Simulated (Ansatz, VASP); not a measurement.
**BAs: VASP beside Ansatz**

```
CELL_PARAMETERS angstrom
0.00000 2.39840 2.39840
2.39840 0.00000 2.39840
2.39840 2.39840 0.00000
ATOMIC_POSITIONS crystal
B 0.00000 0.00000 0.00000
As 0.75000 0.75000 0.75000
```

Alike in both runs: task single point; functional PBE; dispersion D3(BJ); k mesh 8 × 8 × 8; occupations gaussian, width 0.05 eV; no spin polarisation.

|  | VASP | Ansatz |
| --- | --- | --- |
| version | VASP 6.6.1 | Ansatz 0.2.0 |
| potentials or method | VASP PAW PBE potentials, release 64 (B, As), cutoff 500 eV | scalar-relativistic, plane waves, PAW |
| valence electrons in the cell | 8 | 18 |

```tsv
	VASP	Ansatz	Ansatz less VASP
gap on the k mesh at the Fermi level (eV)	1.20	1.21	+0.008
least direct gap on the mesh (eV)	3.26	3.27	+0.004
pressure (GPa)	-2.1	-2.7	-0.62
```

VASP's potentials hold 8 valence electrons a cell and Ansatz's 18, so a difference there can come from the potentials and not from the codes.
